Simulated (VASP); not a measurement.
PrSi3, 4 atoms in the cell. It takes space group P4/mmm (No. 123, tetragonal). The conventional cell has a = 4.222 Å, b = 4.222 Å, c = 4.385 Å, α = 90.00°, β = 90.00°, γ = 90.00°. Within 3.9 Å of Pr (site symmetry 4/mmm) lie 12 Si at 2.99 to 3.04 Å. Within 3.9 Å of Si (site symmetry 4/mmm) lie 4 Pr at 2.99 Å and 8 Si at 3.04 Å. Si (site symmetry mmm) has 8 Si at 2.99 to 3.04 Å and 4 Pr at 3.04 Å within 3.9 Å. The cell was built from a structure type or drawn by symmetry, and may not be a known phase.

| Property | Result |
| --- | --- |
| Program | VASP 6.6.1 |
| Task | single point |
| Functional | PBE |
| Potentials or basis | VASP PAW PBE potentials, release 64 (Pr_3, Si), 4f in core |
| Cutoff | 500 eV |
| k mesh | 4 × 4 × 6 |
| Occupations | gaussian, width 0.1 eV |
| Spin | no spin polarisation |
| Dipole correction | no |
| Mended | yes |
| Further INCAR settings | ALGO = Normal; EDIFF = 1e-06; NBANDS = 20 |

Potentials or basis: VASP PAW PBE potentials, release 64 (Pr_3, Si), 4f in core.

The run is started by

```sh
$ cat potpaw_PBE.64/Pr_3/POTCAR potpaw_PBE.64/Si/POTCAR > POTCAR
$ mpirun -np 1 vasp_std > vasp.out
```

Hardware: 1 thread of AMD EPYC 9R45 96-Core Processor (Zen 5), on a shared host.

Problem. How long does it take, and how much memory?

Solution. It took 15 s on 1 thread of AMD EPYC 9R45 96-Core Processor (Zen 5) (shared host), peak memory 0.16 GiB. Counts: scf iterations 13, k points 24.
